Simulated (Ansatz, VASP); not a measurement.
**One calculation of Al2HCl, two programs**

```
Al H Cl
1.0
     3.39919    0.00000    0.00000
     0.00000    5.31567    0.00000
     0.00000    0.00000    8.95895
Al H Cl
4 2 2
Direct
  0.00000 0.75940 0.87880
  0.50000 0.74060 0.12120
  0.00000 0.24060 0.87880
  0.50000 0.25940 0.12120
  0.50000 0.50000 0.91960
  0.00000 0.00000 0.08040
  0.00000 0.50000 0.66194
  0.50000 0.00000 0.33806
```

Alike in both runs: functional PBE; k mesh 12 × 8 × 4; occupations gaussian, width 0.1 eV; no spin polarisation.

Ansatz relaxed the structure, and its values are those at the end. VASP's run is a single point on that final structure, the one shown.

|  | VASP | Ansatz |
| --- | --- | --- |
| version | VASP 6.6.1 | Ansatz 0.2.0 |
| potentials or method | VASP PAW PBE potentials, release 64 (Al, H, Cl), cutoff 520 eV | scalar-relativistic, plane waves, PAW |
| valence electrons in the cell | 28 | 28 |

```tsv
	VASP	Ansatz	Ansatz less VASP
gap on the k mesh at the Fermi level (eV)	none	none	-
pressure (GPa)	-0.1	0.0	+0.09
rms of the force components (eV/Å)	0.006	0.001	-0.0051
```

A gap of «none» marks a metal or a gap that the smearing closes.
